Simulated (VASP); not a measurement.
# CuO (Pm-3m) in VASP: further runs, part 2 of 2

VASP 6.6.1. The steps go on from the part before.

### 5 Single point, PBEsol+U, collinear spin, ferromagnetic start

Input file INCAR:

```
SYSTEM = CuO
PREC = Accurate
ENCUT = 700
EDIFF = 1E-6
ISMEAR = 0
SIGMA = 0.05
LREAL = .False.
LASPH = .True.
NELM = 200
ALGO = Normal
ISIF = 2
LWAVE = .False.
LCHARG = .True.
ISPIN = 2
MAGMOM = 1 0
LORBIT = 11
LMAXMIX = 4
LDAU = .True.
LDAUTYPE = 2
LDAUL = 2 -1
LDAUU = 4 0
LDAUJ = 0 0
LDAUPRINT = 1
GGA = PS
LELF = .True.
LVHAR = .True.
NBANDS = 24
GGA_COMPAT = .False.
```

Input file KPOINTS:

```
regular mesh
0
Gamma
  7 7 7
  0 0 0
```

Input file POSCAR:

```
CuO
1.0
    2.5525506100      0.0000000000      0.0000000000
    0.0000000000      2.5525506100      0.0000000000
    0.0000000000      0.0000000000      2.5525506100
Cu O
1 1
Direct
    0.0000000000      0.0000000000      0.0000000000
    0.5000000000      0.5000000000      0.5000000000
```

Potentials or basis: VASP PAW PBE potentials, release 64 (Cu_sv_GW, O).

On the command line:

```
cat potpaw_PBE.64/Cu_sv_GW/POTCAR potpaw_PBE.64/O/POTCAR > POTCAR
mpirun -np 1 vasp_std > vasp.out
```

OUTCAR:

```text
SYSTEM = CuO
   PREC = Accurate
   ENCUT = 700
   EDIFF = 1E-6
   ISMEAR = 0
   LREAL = .False.
   LASPH = .True.
   NELM = 200
   ISIF = 2
   ISPIN = 2
   LORBIT = 11
   GGA = PS

 ion  position               nearest neighbor table
   1  0.000  0.000  0.000-   2 2.21   2 2.21   2 2.21   2 2.21   2 2.21   2 2.21   2 2.21   2 2.21

   2  0.500  0.500  0.500-   1 2.21   1 2.21   1 2.21   1 2.21   1 2.21   1 2.21   1 2.21   1 2.21

  LATTYP: Found a simple cubic cell.
 ALAT       =     2.5525506100

  Lattice vectors:

 A1 = (   2.5525506100,   0.0000000000,   0.0000000000)
 A2 = (   0.0000000000,   2.5525506100,   0.0000000000)
 A3 = (   0.0000000000,   0.0000000000,   2.5525506100)

Analysis of symmetry for initial positions (statically):
=====================================================================
 Subroutine PRICEL returns:
 Original cell was already a primitive cell.

[... 772 lines left out ...]
      3     -60.7902      1.00000
      4     -60.7902      1.00000
      5     -12.3358      1.00000
      6       3.1116      1.00000
[... 529 lines left out ...]
     23      50.6823      0.00000
     24      52.7596      0.00000

------------------------ aborting loop because EDIFF is reached ----------------------------------------

  FORCE on cell =-STRESS in cart. coord.  units (eV):
  Direction    XX          YY          ZZ          XY          YZ          ZX
  --------------------------------------------------------------------------------------
  -------------------------------------------------------------------------------------
  Total        0.7221948      0.7221948      0.7221948     -0.0000000      0.0000000     -0.0000000
  in kB       69.5731817     69.5731817     69.5731817     -0.0000000      0.0000000     -0.0000000
  external PRESSURE =      69.5731817 kB  Pullay stress =       0.0000000 kB

 VOLUME and BASIS-vectors are now :
 -----------------------------------------------------------------------------
  energy-cutoff  :      700.00
  volume of cell :       16.63
      direct lattice vectors                 reciprocal lattice vectors
     2.552550610  0.000000000  0.000000000     0.391765004  0.000000000  0.000000000
     0.000000000  2.552550610  0.000000000     0.000000000  0.391765004  0.000000000
     0.000000000  0.000000000  2.552550610     0.000000000  0.000000000  0.391765004

 POSITION                                       TOTAL-FORCE (eV/Angst)
 -----------------------------------------------------------------------------------
      0.00000      0.00000      0.00000         0.000000      0.000000      0.000000
      1.27628      1.27628      1.27628         0.000000      0.000000      0.000000
 -----------------------------------------------------------------------------------
    total drift:                                0.000000      0.000000     -0.000000

  FREE ENERGIE OF THE ION-ELECTRON SYSTEM (eV)
  ---------------------------------------------------
  free  energy   TOTEN  =        -7.9051311512 eV

  energy  without entropy=       -7.9035745086  energy(sigma->0) =       -7.90435283

 total charge

# of ion       s       p       d       f       tot
--------------------------------------------------
    1        2.186   6.330   9.017   0.009  17.542
    2        1.590   3.286   0.000   0.000   4.876
--------------------------------------------------
tot          3.776   9.616   9.017   0.009  22.418

 magnetization (x)

# of ion       s       p       d       f       tot
--------------------------------------------------
    1       -0.011  -0.014   0.472   0.000   0.448
    2        0.005   0.525   0.000   0.000   0.530
--------------------------------------------------
tot         -0.006   0.511   0.472   0.000   0.977
```

stdout:

```text
POSCAR found type information on POSCAR CuO
 POSCAR found :  2 types and       2 ions
 scaLAPACK will be used
 -----------------------------------------------------------------------------
|                                                                             |
|                                                                             |
|     You enforced a specific xc type in the INCAR file but a different       |
|     I HOPE YOU KNOW WHAT YOU ARE DOING!                                     |
|                                                                             |
 -----------------------------------------------------------------------------

 LDA part: xc-table for (Slater+PW92), standard interpolation
 POSCAR, INCAR and KPOINTS ok, starting setup
 FFT: planning ... GRIDC
 FFT: planning ... GRID_SOFT
 FFT: planning ... GRID
 WAVECAR not read
 entering main loop
```

Wall time 23 s (1 thread of AMD EPYC 9R45 (Zen 5), shared host); peak memory 0.14 GiB.

Results:

| Item | Value |
| --- | --- |
| Free energy | -7.9051 eV |
| Pressure | 7.0 GPa |
| Band gap on the k mesh | zero (filled and empty bands overlap) |
| Net moment | 1.00 μB per cell |
| Site moments | Cu +0.45; O +0.53 μB |
| Valence electrons inside the program's atomic spheres | Cu 17.54; O 4.88 |

Levels at points of the mesh, in eV from the Fermi level:
Spin up:
```
           k point  band 10  band 11  band 12  band 13  band 14  band 15  band 16  band 17
(0.00, 0.00, 0.00)    -2.74    -2.44    -2.44    -2.44     1.44    16.02    16.02    21.14
```
Spin down:
```tsv
k point	band 8	band 9	band 10	band 11	band 12	band 13	band 14	band 15	band 16	band 17
(0.00, 0.00, 0.00)	-1.51	-1.51	-1.51	-1.48	-1.48	-1.48	1.75	16.10	16.10	21.38
```

Eigenvalues of the final occupation matrices:
| site | spin | trace | eigenvalues |
| --- | --- | --- | --- |
| site 1 d | 1 | 4.76 | 0.93 0.93 0.96 0.96 0.96 |
| site 1 d | 2 | 4.29 | 0.81 0.81 0.81 0.93 0.93 |

Caveat: the PAW data sets were made with another functional, which shifts forces and pressure a little; a cell with one magnetic atom can't hold antiferromagnetic order, which such compounds often take. The state reached can hang on the start; a lower one may exist.
